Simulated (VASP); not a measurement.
A run of VASP 6.6.1 is set up as follows.

The input INCAR:

```
ALGO = Normal
EDIFF = 1E-6
ENCUT = 520
GGA = PE
ISIF = 2
ISMEAR = -1
ISPIN = 2
LASPH = T
LCHARG = F
LMAXMIX = 4
LORBIT = 11
LREAL = Auto
LWAVE = F
MAGMOM = 0 0 0 0 0 0 0 0 0 0 0 0 0 0 0 0 0 0 0 0 0 0 0
NBANDS = 92
NELM = 150
PREC = Accurate
SIGMA = 0.02
```

KPOINTS

```
k-points
0
Gamma
  2 2 2
```

The input POSCAR:

```
Co8Si14Ge
1.0
    0.0000000000      5.3560000000      5.3560000000
    5.3560000000      0.0000000000      5.3560000000
    5.3560000000      5.3560000000      0.0000000000
Co Si Ge
8 14 1
Direct
   -0.0208402726      0.0138751867      0.0142629761
    0.0003075056     -0.0052686706      0.5049477222
    0.0002190067      0.5056172517     -0.0059245706
    0.0247127521      0.4835910194      0.4839870239
    0.4926250934      0.0157987304      0.0162096714
    0.5004680732     -0.0458956311      0.5456058626
    0.5009955190      0.5483121733     -0.0485718820
    0.5076754108      0.4854892644      0.4858990851
    0.1139982263      0.1354532300      0.1348774272
    0.1185414488      0.1189150485      0.6397548544
    0.3769184093      0.3804228902      0.8601919343
    0.1178477409      0.6394814227      0.1192973301
    0.3774662061      0.8599966393      0.3807352502
    0.1245112957      0.6247952763      0.6242008028
    0.3457540142      0.9043832151      0.9063408327
    0.8845467700      0.3649424010      0.3643137603
    0.6226075429      0.1197158327      0.6368986184
    0.8799203697      0.3795660007      0.8632241412
    0.6230188574      0.6365080284      0.1201232263
    0.8795131628      0.8629465086      0.3798705190
    0.6568371919      0.5933149739      0.5952458925
    0.8737911688      0.8755818708      0.8748757468
    0.4873895631      0.2474842233      0.2510389283
```

Potentials or basis: VASP PAW PBE potentials, release 64 (Co, Si, Ge_d).

Command:

```console
$ cat potpaw_PBE.64/Co/POTCAR potpaw_PBE.64/Si/POTCAR potpaw_PBE.64/Ge_d/POTCAR > POTCAR
$ mpirun -np 1 vasp_std > vasp.out
```

**Question.** Estimate the band gap on the k mesh.

**Answer.** Zero (filled and empty bands overlap).

**Question.** Estimate the net moment.

**Answer.** 0.00 μB per cell.

Stress tensor (GPa, compression positive):
```
 1.27  0.01 -0.01
 0.01  0.65 -4.92
-0.01 -4.92  0.61
```

Caveat: the k points lie up to 0.51 Å⁻¹ apart.
